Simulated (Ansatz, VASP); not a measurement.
**One calculation of P, two programs**

File POSCAR:

```
P
1.0
    1.7484346925      1.0094592404      3.1708647352
   -1.7484346925      1.0094592404      3.1708647352
    0.0000000000     -2.0189184807      3.1708647352
P
2
Direct
    0.7729197500      0.7729197500      0.7729197500
    0.2270802500      0.2270802500      0.2270802500
```

The input INCAR.step1:

```
PREC = Accurate
ENCUT = 520
ISMEAR = -1
SIGMA = 0.05
LREAL = F
LASPH = T
NELM = 60
NBANDS = 12
GGA = PE
ALGO = Normal
EDIFF = 1E-4
LWAVE = T
LCHARG = F
```

INCAR.step2

```
PREC = Accurate
ENCUT = 520
EDIFF = 1E-6
ISMEAR = -1
SIGMA = 0.05
LREAL = F
LASPH = T
NELM = 60
ALGO = Normal
ISIF = 2
LWAVE = F
LCHARG = F
METAGGA = R2SCAN
LMIXTAU = T
NBANDS = 12
ISTART = 1
```

KPOINTS

```
Automatic mesh
0
Gamma
  9 9 9
```

The input input.yaml:

```yaml
crystal:
  lattice:
    - [1.7484346925, 1.0094592404, 3.1708647352]
    - [-1.7484346925, 1.0094592404, 3.1708647352]
    - [0.0, -2.0189184807, 3.1708647352]
  atoms:
    - { symbol: P, position: [0.77291975, 0.77291975, 0.77291975] }
    - { symbol: P, position: [0.22708025, 0.22708025, 0.22708025] }
hamiltonian:
  xc: r2scan
  pseudopotentials: { kind: paw }
kpoints:
  mp_grid: { grid: [9, 9, 9] }
scf:
  occupations: { method: fermi_dirac, width: 0.05 }
output:
  forces: true
  stress: true
  eigenvalues: true
```

Alike in both runs: task single point; functional r2SCAN; k mesh 9 × 9 × 9; occupations fermi-dirac, width 0.05 eV; no spin polarisation.

|  | VASP | Ansatz |
| --- | --- | --- |
| version | VASP 6.6.1 | Ansatz 0.2.0 |
| potentials or method | VASP PAW PBE potentials, release 64 (P) | Ansatz PAW |
| plane-wave cutoff (eV) | 520 | 500 |
| valence electrons in the cell | 10 | 10 |

VASP gave:

```
gap on the k mesh at the Fermi level (eV)                     : none
pressure (GPa)                                                : -3.3
traceless stress, the component that is largest in VASP (GPa) : 0.48
rms of the force components (eV/Å)                            : 0.184
```

Q: Estimate Ansatz's values.

A: gap on the k mesh at the Fermi level (eV): none; pressure (GPa): -2.8; traceless stress, the component that is largest in VASP (GPa): 0.34; rms of the force components (eV/Å): 0.138.

VASP's potentials were made for PBE, not for r2SCAN. Atom by atom the forces differ by 0.046 eV/Å (rms over components). A gap of «none» marks a metal or a gap that the smearing closes. With one functional, cell and mesh, what is left measures potentials, basis and numerics.
